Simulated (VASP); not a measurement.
# MgH16Cl2O8 in VASP: further runs

MgH16Cl2O8 is run at these levels: PBE; tasks: single point.

Program: VASP 6.6.1. These are calculated values, not measurements. Logs are shortened: lines on timing, memory, paths and dates and some standing lists are left out, and cuts for length are marked.

### 1 The cell of the first run

The cell holds a disordered packing, 27 atoms: a = 6.506 Å, b = 6.506 Å, c = 6.506 Å, α = 90.00°, β = 90.00°, γ = 90.00°.

### 2 Single point, PBE

Input file INCAR:

```
SYSTEM = MgH16Cl2O8
PREC = Accurate
ENCUT = 520
EDIFF = 1E-6
ISMEAR = -1
SIGMA = 0.05
LREAL = .FALSE.
LASPH = .TRUE.
NELM = 120
ALGO = Normal
ISIF = 2
LWAVE = .FALSE.
LCHARG = .FALSE.
GGA = PE
NBANDS = 59
GGA_COMPAT = .FALSE.
```

Input file KPOINTS:

```
regular mesh
0
G
  1 1 1
  0 0 0
```

Input file POSCAR:

```
MgH16Cl2O8
1.0
    6.5061090000      0.0000000000      0.0000000000
    0.0000000000      6.5061090000      0.0000000000
    0.0000000000      0.0000000000      6.5061090000
O H Mg Cl
8 16 1 2
Direct
    0.4751534289      0.0002305525      0.5063087630
    0.2310905028      0.6607174887      0.6928104033
    0.9425449220      0.8122366225      0.9475863377
    0.7270397714      0.5039878674      0.7287766006
    0.1843344463      0.0730697872      0.2314132764
    0.0733310801      0.3917548876     -0.0583297944
    0.4442440174      0.6827583122      0.0939271076
    0.6014501140      0.1275262987     -0.1530100403
    0.3916934069      0.0515054390      0.3894493621
    0.6183419306      0.0392400435      0.4512528149
    0.2437862630      0.8068878034      0.6421503236
    0.1396379925      0.6146992004      0.5887389836
    0.9668605306      0.8377357342      0.8084555608
    0.8198294864      0.7304826894      0.9512905486
    0.7270705117      0.4098916880      0.6083513203
    0.6006201249      0.5724773440      0.6817285109
    0.0591136730      0.0333840088      0.3103698386
    0.2170575378     -0.0475245650      0.1454171764
    0.1748817919      0.4202665526      0.0508598918
    0.1161984836      0.5142858812     -0.1326906758
    0.5591667769      0.5686655419      0.0988148216
    0.3978722152      0.7032006380      0.2424797986
    0.5374026165      0.0124344674     -0.0644624921
    0.5524192724      0.1208710152     -0.3036223340
   -0.1511502497      0.1164905168      1.0253286565
    0.8677383056      0.8600071102      0.4527744617
    0.7228898255      0.3326258444      0.2813355878
```

Potentials or basis: VASP PAW PBE potentials, release 64 (O, H, Mg, Cl).

Launch:

```sh
$ cat potpaw_PBE.64/O/POTCAR potpaw_PBE.64/H/POTCAR potpaw_PBE.64/Mg/POTCAR potpaw_PBE.64/Cl/POTCAR > POTCAR
$ mpirun -np 1 vasp_gam > vasp.out
```

OUTCAR:

```text
SYSTEM = MgH16Cl2O8
   PREC = Accurate
   ENCUT = 520
   EDIFF = 1E-6
   ISMEAR = -1
   LREAL = .FALSE.
   LASPH = .TRUE.
   NELM = 120
   ISIF = 2
   GGA = PE

 ion  position               nearest neighbor table
   1  0.475  0.000  0.506-   9 0.99  10 1.03
   2  0.231  0.661  0.693-  12 0.95  11 1.01
   3  0.943  0.812  0.948-  13 0.93  14 0.96  25 2.13
   4  0.727  0.504  0.729-  16 0.98  15 0.99
   5  0.184  0.073  0.231-  18 0.99  17 1.00  25 2.58
   6  0.073  0.392  0.942-  20 0.97  19 0.99  25 2.37
   7  0.444  0.683  0.094-  22 1.02  21 1.05
   8  0.601  0.128  0.847-  24 1.03  23 1.03  25 1.99
   9  0.392  0.052  0.389-   1 0.99
  10  0.618  0.039  0.451-   1 1.03
  11  0.244  0.807  0.642-   2 1.01
  12  0.140  0.615  0.589-   2 0.95
  13  0.967  0.838  0.808-   3 0.93
  14  0.820  0.730  0.951-   3 0.96
  15  0.727  0.410  0.608-   4 0.99
  16  0.601  0.572  0.682-   4 0.98
  17  0.059  0.033  0.310-   5 1.00
  18  0.217  0.952  0.145-   5 0.99
  19  0.175  0.420  0.051-   6 0.99
  20  0.116  0.514  0.867-   6 0.97
  21  0.559  0.569  0.099-   7 1.05
  22  0.398  0.703  0.242-   7 1.02
  23  0.537  0.012  0.936-   8 1.03  25 2.21
  24  0.552  0.121  0.696-   8 1.03
  25  0.849  0.116  0.025-   8 1.99   3 2.13  23 2.21  27 2.33   6 2.37   5 2.58
  26  0.868  0.860  0.453-
  27  0.723  0.333  0.281-  25 2.33

  LATTYP: Found a simple cubic cell.
 ALAT       =     6.5061090000

  Lattice vectors:

 A1 = (   6.5061090000,   0.0000000000,   0.0000000000)
 A2 = (   0.0000000000,   6.5061090000,   0.0000000000)
 A3 = (   0.0000000000,   0.0000000000,   6.5061090000)

Analysis of symmetry for initial positions (statically):
=====================================================================
 Subroutine PRICEL returns:
 Original cell was already a primitive cell.

 Routine SETGRP: Setting up the symmetry group for a
 simple cubic supercell.

 Subroutine GETGRP returns: Found  1 space group operations
 (whereof  1 operations were pure point group operations)
 out of a pool of 48 trial point group operations.

The static configuration has the point symmetry C_1 .

Analysis of symmetry for dynamics (positions and initial velocities):
=====================================================================
 Subroutine PRICEL returns:
 Original cell was already a primitive cell.

 Routine SETGRP: Setting up the symmetry group for a
 simple cubic supercell.

 Subroutine GETGRP returns: Found  1 space group operations
 (whereof  1 operations were pure point group operations)
 out of a pool of 48 trial point group operations.

The dynamic configuration has the point symmetry C_1 .

 Subroutine INISYM returns: Found  1 space group operations
 (whereof  1 operations are pure point group operations),
 and found     1 'primitive' translations

----------------------------------------------------------------------------------------

                                     Primitive cell

  volume of cell :     275.4000

  direct lattice vectors                    reciprocal lattice vectors
     6.506109000  0.000000000  0.000000000     0.153701698  0.000000000  0.000000000
     0.000000000  6.506109000  0.000000000     0.000000000  0.153701698  0.000000000
     0.000000000  0.000000000  6.506109000     0.000000000  0.000000000  0.153701698

  length of vectors
     6.506109000  6.506109000  6.506109000     0.153701698  0.153701698  0.153701698

  position of ions in fractional coordinates (direct lattice)
     0.475153429  0.000230552  0.506308763
     0.231090503  0.660717489  0.692810403
     0.942544922  0.812236623  0.947586338
     0.727039771  0.503987867  0.728776601
     0.184334446  0.073069787  0.231413276
     0.073331080  0.391754888  0.941670206
[... 19 lines left out ...]
     0.867738306  0.860007110  0.452774462
     0.722889825  0.332625844  0.281335588

  ion indices of the primitive-cell ions
   primitive index   ion index
                 1           1
                 2           2
                 3           3
                 4           4
                 5           5
                 6           6
[... 19 lines left out ...]
                26          26
                27          27

----------------------------------------------------------------------------------------

 KPOINTS: regular mesh

Automatic generation of k-mesh.
 Grid dimensions read from file:
 generate k-points for:    1    1    1

 Generating k-lattice:

  Cartesian coordinates                     Fractional coordinates (reciprocal lattice)
     0.153701698  0.000000000  0.000000000     1.000000000  0.000000000  0.000000000
     0.000000000  0.153701698  0.000000000     0.000000000  1.000000000  0.000000000
     0.000000000  0.000000000  0.153701698     0.000000000  0.000000000  1.000000000

  Length of vectors
     0.153701698  0.153701698  0.153701698

  Shift w.r.t. Gamma in fractional coordinates (k-lattice)
     0.000000000  0.000000000  0.000000000

 Subroutine IBZKPT returns following result:
 ===========================================

 Found      1 irreducible k-points:

 Following reciprocal coordinates:
            Coordinates               Weight
  0.000000  0.000000  0.000000      1.000000
   k-points           NKPTS =      1   k-points in BZ     NKDIM =      1   number of bands    NBANDS=     59
   number of dos      NEDOS =    301   number of ions     NIONS =     27
   total plane-waves  NPLWV = 110592
   dimension x,y,z NGX =    48 NGY =   48 NGZ =   48
   dimension x,y,z NGXF=    96 NGYF=   96 NGZF=   96
   ions per type =               8  16   1   2
   NGX,Y,Z   is equivalent  to a cutoff of  12.27, 12.27, 12.27 a.u.
   NGXF,Y,Z  is equivalent  to a cutoff of  24.53, 24.53, 24.53 a.u.
 SYSTEM =  MgH16Cl2O8
   PREC   = accura    normal or accurate (medium, high low for compatibility)
   ISTART =      0    job   : 0-new  1-cont  2-samecut
   ICHARG =      2    charge: 1-file 2-atom 10-const
   ISPIN  =      1    spin polarized calculation?
   LNONCOLLINEAR =      F non collinear calculations
   LSORBIT =      F    spin-orbit coupling
   LASPH  =      T    aspherical Exc in radial PAW
   ENCUT  =  520.0 eV  38.22 Ry    6.18 a.u.  12.10 12.10 12.10*2*pi/ulx,y,z
   NELM   =    120;   NELMIN=  2; NELMDL= -5     # of ELM steps
   EDIFF  = 0.1E-05   stopping-criterion for ELM
   LREAL  =      F    real-space projection
   EDIFFG = 0.1E-04   stopping-criterion for IOM
   NSW    =      0    number of steps for IOM
   IBRION =     -1    ionic relax: 0-MD 1-quasi-New 2-CG
   NFREE  =      0    steps in history (QN), initial steepest desc. (CG)
   ISIF   =      2    stress and relaxation
   ISYM   =      2    0-nonsym 1-usesym 2-fastsym
   POTIM  = 0.5000    time-step for ionic-motion
   TEBEG  =    0.0;   TEEND  =   0.0 temperature during run
   PSTRESS=    0.0 pullay stress
   NELECT =      80.0000    total number of electrons
   NUPDOWN=      -1.0000    fix difference up-down
   EMIN   =  10.00;   EMAX   =-10.00  energy-range for DOS
   EFERMI =   0.00;   METHOD = LEGACY
   ISMEAR =    -1;   SIGMA  =   0.05  broadening in eV -4-tet -1-fermi 0-gaus
   EFERMI_NEDOS =   21; number of points for ismear=-14 and -15
   IALGO  =     38    algorithm
   IMIX   =      4    mixing-type and parameters
     AMIX     =   0.40;   BMIX     =  1.00
     AMIX_MAG =   1.60;   BMIX_MAG =  1.00
  volume/ion in A,a.u.               =      10.20        68.83
  Fermi-wavevector in a.u.,A,eV,Ry     =   1.084219  2.048876 15.994054  1.175530
  Thomas-Fermi vector in A             =   2.220303
   LORBIT       =      0    0 simple, 1 ext, 2 COOP (PROOUT), +10 PAW based schemes
   GGA     = PE    functional components
   LHFCALC =     F    Hartree Fock is set to
   AEXX    =    0.0000 exact exchange contribution
   IVDW    =     0    specifies the selected vdW correction
   LEPSILON=     F    determine dielectric tensor
   LRPA    =     F    only Hartree local field effects (RPA)
 non-spin polarized calculation
  energy-cutoff  :      520.00
  volume of cell :      275.40
 maximum number of plane-waves:      3721
   NGX = 25   NGY = 25   NGZ = 25

 number of electron      80.0000006 magnetization

 Free energy of the ion-electron system (eV)
  ---------------------------------------------------
  ext. energy  EPLUGINS =         0.00000000
  ---------------------------------------------------
  free energy    TOTEN  =      -124.33548984 eV

  energy without entropy =     -124.33548984  energy(sigma->0) =     -124.33548984

 E-fermi :  -0.1179     XC(G=0):  -7.6739

 val. band max:       -1.4086674896   @ k =   0.0000   0.0000   0.0000
 cond. band min:       2.1068850825   @ k =   0.0000   0.0000   0.0000
 fundamental gap:      3.5155525721
 Fermi energy:        -0.1179278807

 k-point     1 :       0.0000    0.0000    0.0000
  band No.  band energies     occupation
      1     -22.4069      2.00000
      2     -21.4279      2.00000
      3     -21.2874      2.00000
      4     -21.0780      2.00000
      5     -20.5485      2.00000
      6     -20.2901      2.00000
[... 44 lines left out ...]
     51       7.4316      0.00000
     52       7.8248      0.00000
 [bands above 52 left out]

------------------------ aborting loop because EDIFF is reached ----------------------------------------

  FORCE on cell =-STRESS in cart. coord.  units (eV):
  Direction    XX          YY          ZZ          XY          YZ          ZX
  --------------------------------------------------------------------------------------
  -------------------------------------------------------------------------------------
  Total        4.5028945     -0.4505837      6.1997286     -0.3095941     -0.2148362      0.1079267
  in kB       26.1962034     -2.6213321     36.0677668     -1.8011058     -1.2498391      0.6278785
  external PRESSURE =      19.8808794 kB  Pullay stress =       0.0000000 kB

 VOLUME and BASIS-vectors are now :
 -----------------------------------------------------------------------------
  energy-cutoff  :      520.00
  volume of cell :      275.40
      direct lattice vectors                 reciprocal lattice vectors
     6.506109000  0.000000000  0.000000000     0.153701698  0.000000000  0.000000000
     0.000000000  6.506109000  0.000000000     0.000000000  0.153701698  0.000000000
     0.000000000  0.000000000  6.506109000     0.000000000  0.000000000  0.153701698

 POSITION                                       TOTAL-FORCE (eV/Angst)
 -----------------------------------------------------------------------------------
      3.09140      0.00150      3.29410         0.653902      1.074478     -0.872857
      1.50350      4.29870      4.50750         1.147971      1.858281     -0.418891
      6.13230      5.28450      6.16510        -0.229041      1.718600      2.657439
      4.73020      3.27900      4.74150        -1.138114     -0.062235     -1.059639
      1.19930      0.47540      1.50560         0.280035      0.223696     -1.496074
      0.47710      2.54880      6.12661         0.719929     -0.809095      1.344355
[... 19 lines left out ...]
      5.64560      5.59530      2.94580         0.818980     -0.030843     -0.151721
      4.70320      2.16410      1.83040        -0.138736      0.007234     -0.253415
 -----------------------------------------------------------------------------------
    total drift:                               -0.002023      0.002254     -0.000925

  FREE ENERGIE OF THE ION-ELECTRON SYSTEM (eV)
  ---------------------------------------------------
  free  energy   TOTEN  =      -124.3354898427 eV

  energy  without entropy=     -124.3354898426  energy(sigma->0) =     -124.33548984
```

Run time: 55 s. Hardware: 1 thread of Intel Xeon 8259CL, shared host; peak memory 0.31 GiB.

What came out:

| Property | Result |
| --- | --- |
| Free energy | -124.3355 eV |
| Pressure | 2.0 GPa |
| Largest force | 3.173 eV/Å |

Forces in eV/Å, atoms in the order of the input:
```
O    0.654  1.074 -0.873
O    1.148  1.858 -0.419
O   -0.229  1.719  2.657
O   -1.138 -0.062 -1.060
O    0.280  0.224 -1.496
O    0.720 -0.809  1.344
O    0.830 -0.823  1.397
O   -0.305 -1.443  1.988
H   -0.612  0.227  0.513
H   -0.957 -1.028  0.543
H    0.491 -1.052  0.666
H   -1.105 -0.809 -1.103
H    0.369 -0.249 -2.625
H   -0.486 -0.958 -0.120
H    0.848  0.129  0.471
H    0.059  0.431  0.629
H   -0.030 -0.708  0.848
H   -0.261  0.272  0.304
H   -0.385 -0.982  0.226
H   -0.483  0.468 -1.221
H   -1.795  1.425  0.469
H    1.107 -0.489 -1.585
H   -0.033  1.212 -1.946
H   -0.439 -0.848  0.881
Mg   1.071  1.246 -0.086
Cl   0.819 -0.031 -0.152
Cl  -0.139  0.007 -0.253
```

Stress tensor (GPa, compression positive):
```
 2.62 -0.18  0.06
-0.18 -0.26 -0.12
 0.06 -0.12  3.61
```

Caveat: the k points lie up to 0.97 Å⁻¹ apart, too coarse for converged energies, forces and pressures.

### 3 Single point, PBE

Input file INCAR:

```
SYSTEM = MgH16Cl2O8
  ALGO = Normal
  EDIFF = 1E-6
  ENCUT = 520
  GGA = PE
  GGA_COMPAT = .FALSE.
  ISIF = 2
  ISMEAR = -1
  LASPH = .TRUE.
  LCHARG = .FALSE.
  LREAL = .FALSE.
  LWAVE = .FALSE.
  NBANDS = 59
  NELM = 120
  PREC = Accurate
  SIGMA = 0.05
```

Input file KPOINTS:

```
k-points
0
G
  1 1 1
  0 0 0
```

Input file POSCAR:

```
MgH16Cl2O8
1.0
    6.5061090000      0.0000000000      0.0000000000
    0.0000000000      6.5061090000      0.0000000000
    0.0000000000      0.0000000000      6.5061090000
O H Mg Cl
8 16 1 2
Direct
    0.4491932121     -0.0432823981      0.3878508645
    0.2599710518      0.6227377992      0.5303784489
    1.0538249513      0.9083616644      0.8979253191
    0.8253012669      0.5096902004      0.6843106994
    0.1219161868      0.1923730451      0.2353634100
    0.1324293829      0.2994416478     -0.2582342226
    0.4490856209      0.6473608112      0.0687046590
    0.5739221399      0.0066552835     -0.1487217629
    0.5175443572      0.0827068836      0.3479499037
    0.5297790123     -0.1636461978      0.3410333273
    0.2729127348      0.4954420530      0.5685425805
    0.3382052161      0.7466213677      0.5809309374
    1.0545319791      0.8448828632      0.7677399810
    1.0255745792      0.8164173087      1.0084060996
    0.7847240186      0.4489933999      0.5431818004
    0.8496322456      0.6401829419      0.5974384997
    0.1302621890      0.0687200291      0.3255709365
    0.1609871584      0.3176245587      0.3161643926
    0.2467680760      0.3257400084     -0.1778482346
    0.0545179922      0.4272907202     -0.2973820451
    0.4816857510      0.4970405507      0.1394689207
    0.3696679536      0.6875384350      0.1878388450
    0.5259672102     -0.1113876205     -0.0545641028
    0.6440254844     -0.0702109356     -0.2426642406
   -0.0990761145      0.1686722433      1.0092207186
    0.8741784068      0.8174163698      0.3742790045
    0.6924722595      0.3253403839      0.2667800370
```

Potentials or basis: VASP PAW PBE potentials, release 64 (O, H, Mg, Cl).

Launch:

```sh
$ cat potpaw_PBE.64/O/POTCAR potpaw_PBE.64/H/POTCAR potpaw_PBE.64/Mg/POTCAR potpaw_PBE.64/Cl/POTCAR > POTCAR
$ mpirun -np 1 vasp_gam > vasp.out
```

Run time: 65 s. Hardware: 1 thread of Intel Xeon 8259CL, shared host; peak memory 0.31 GiB.

Results (log left out):

```
Free energy   : -123.6151 eV
Pressure      : 3.3 GPa
Largest force : 8.856 eV/Å
```

Forces on the atoms (eV/Å):
```
O   -1.357 -1.214  0.537
O   -0.924  8.312 -2.911
O   -0.195  2.135  1.286
O   -0.534  0.395 -2.221
O    0.537  0.620  0.282
O   -2.213 -1.349 -0.723
O   -0.128 -2.943  1.167
O   -1.321  0.862  3.929
H    0.667  0.121 -0.168
H    0.299  1.196  0.146
H    1.902 -6.356  2.976
H   -0.205 -1.785 -0.336
H   -0.056 -0.903 -1.440
H   -0.098 -1.391  0.679
H   -0.009 -0.634  1.546
H    0.121  0.315  0.870
H    0.111  0.548 -0.200
H   -0.506 -1.243 -0.643
H    2.352  0.622  1.504
H   -0.526 -0.129  0.476
H    0.551  2.373 -1.769
H   -0.792  0.875  0.192
H    0.281  1.124 -0.512
H    1.852 -1.778 -3.224
Mg   0.153 -0.204 -0.458
Cl   0.460  0.340 -0.521
Cl  -0.423  0.091 -0.464
```

Stress tensor (GPa, compression positive):
```
 5.37 -2.29  0.63
-2.29  4.07 -0.14
 0.63 -0.14  0.56
```

Levels at points of the mesh, in eV from the Fermi level:
```
           k point  band 37  band 38  band 39  band 40  band 41  band 42  band 43  band 44
(0.00, 0.00, 0.00)    -2.26    -1.95    -1.51    -1.20     2.15     4.78     5.26     5.67
```

Caveat: the k points lie up to 0.97 Å⁻¹ apart, too coarse for converged energies, forces and pressures.

(Part 1 of 2 ends here.)
